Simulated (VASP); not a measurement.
## C: single point with PBE

The system is C, a slab with vacuum.

```xyz
32
Lattice="9.8640 0.0000 0.0000 -4.9320 8.5425 0.0000 0.0000 0.0000 11.0000" Properties=species:S:1:pos:R:3 pbc="T T T"
C    -0.0681    0.0719    0.9163
C     1.1354    0.7528    0.9650
C    -1.3201    2.1997    0.9587
C    -0.0784    2.9036    1.0171
C    -2.5563    4.2942    0.8684
C    -1.3456    5.0053    0.9149
C    -3.7353    6.4137    0.9200
C    -2.4877    7.1494    0.9391
C     2.4443    0.0228    0.9825
C     3.6452    0.7877    0.9577
C     1.1098    2.1682    0.9481
C     2.4169    2.8930    0.9285
C    -0.0597    4.3260    0.9209
C     1.1630    5.0385    1.0296
C    -1.3040    6.4362    0.9742
C    -0.0573    7.1665    1.0427
C     4.8575    0.0386    1.0054
C     6.0710    0.7573    1.0597
C     3.6666    2.2104    0.8456
C     4.8424    2.9637    0.9246
C     2.4006    4.3146    1.0106
C     3.6671    5.0344    1.0622
C     1.1421    6.4457    1.0843
C     2.4434    7.1425    1.1397
C     7.3393    0.0784    0.9796
C     8.5560    0.8100    0.9119
C     6.0678    2.1994    0.8992
C     7.3175    2.8661    0.9262
C     4.8710    4.3852    0.9485
C     6.1030    5.0307    0.9109
C     3.6149    6.4820    1.0714
C     4.8948    7.1424    0.9794
```

```
Program             : VASP 6.6.1
Task                : single point
Functional          : PBE
Potentials or basis : VASP PAW PBE potentials, release 64 (C)
Cutoff              : 520 eV
k mesh              : 1 × 1 × 1
Occupations         : fermi-dirac, width 0.02 eV
Spin                : no spin polarisation
```

```yaml
Largest_force: 5.045 eV/Å
```

Forces on the atoms (eV/Å):
```
C   -0.567 -1.986  0.457
C    2.261 -0.209 -0.329
C    0.675  0.276  0.006
C   -0.425  0.320 -1.116
C    0.309 -0.201  0.472
C    2.115  0.501 -0.084
C   -0.331  2.450  0.267
C   -1.589  0.358  0.219
C   -2.007  1.740 -0.370
C    0.110 -1.161 -0.327
C    3.015  0.697  0.384
C   -1.784 -0.146 -0.161
C   -1.162 -0.239  0.941
C   -0.134 -0.546 -0.269
C    1.212 -0.405 -0.264
C   -1.146 -0.609 -0.153
C    0.105  0.492  0.540
C    1.001  0.756 -1.522
C   -1.766 -0.051  1.204
C    1.650 -1.320 -0.731
C    0.919  0.142  0.180
C   -2.849  1.312 -0.387
C    2.373  0.655  0.287
C   -3.886  3.014 -1.128
C   -0.524 -1.407  1.083
C    0.178 -2.038  0.377
C   -0.015 -0.542  1.036
C   -0.870  1.299 -0.391
C   -0.067 -2.146  0.152
C    0.600 -0.280 -0.106
C    3.486 -2.311 -0.006
C   -0.888  1.584 -0.261
```

Wall time 4 min on 1 thread of Intel(R) Xeon(R) Platinum 8259CL CPU @ 2.50GHz (Skylake/Cascade Lake), on a shared host, peak memory 0.89 GiB.

Caveat: the k points lie up to 0.74 Å⁻¹ apart; the atoms stand as in a frame of molecular dynamics.
